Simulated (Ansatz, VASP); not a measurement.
# Ag2Te9Pd14: VASP beside Ansatz

```
Ag Te Pd
1.0
    -4.47995    4.47995    5.91100
     4.47995   -4.47995    5.91100
     4.47995    4.47995   -5.91100
Ag Te Pd
2 9 14
Direct
  0.69190 0.69190 0.00000
  0.30810 0.30810 0.00000
  0.00000 0.00000 0.00000
  0.33600 0.77420 0.81420
  0.77420 0.96000 0.43820
  0.96000 0.52180 0.18580
  0.52180 0.33600 0.56180
  0.66400 0.22580 0.18580
  0.22580 0.04000 0.56180
  0.04000 0.47820 0.81420
  0.47820 0.66400 0.43820
  0.64060 0.93340 0.85080
  0.93340 0.08260 0.29280
  0.08260 0.78980 0.14920
  0.78980 0.64060 0.70720
  0.35940 0.06660 0.14920
  0.06660 0.91740 0.70720
  0.91740 0.21020 0.85080
  0.21020 0.35940 0.29280
  0.40680 0.70510 0.11190
  0.70510 0.59320 0.29830
  0.59320 0.29490 0.88810
  0.29490 0.40680 0.70170
  0.00000 0.50000 0.50000
  0.50000 0.00000 0.50000
```

Alike in both runs: task electric field gradients; functional PBE; k mesh 5 × 5 × 5; occupations fermi-dirac, width 0.05 eV; no spin polarisation.

```csv
,VASP,Ansatz
version,VASP 6.6.1,Ansatz 0.2.0
potentials or method,"VASP PAW PBE potentials, release 64 (Ag, Te, Pd)","plane-wave PAW, scalar-relativistic"
plane-wave cutoff (eV),400,420
valence electrons in the cell,216,434
```

VASP gave:

```
pressure (GPa)                                                : 4.8
traceless stress, the component that is largest in VASP (GPa) : -0.30
rms of the force components (eV/Å)                            : 0.089
size of Vzz on the site where it differs most (V/Å²)          : 17.0
```

Task: What did Ansatz give for the same quantities?

Result: Pressure (GPa): 5.2; traceless stress, the component that is largest in VASP (GPa): -0.28; rms of the force components (eV/Å): 0.089; size of Vzz on the site where it differs most (V/Å²): 53.9.

Atom by atom the forces differ by 0.002 eV/Å (rms over components). VASP's potentials hold 216 valence electrons a cell and Ansatz's 434, so a difference there can come from the potentials and not from the codes.

Spin-orbit coupling is off throughout.
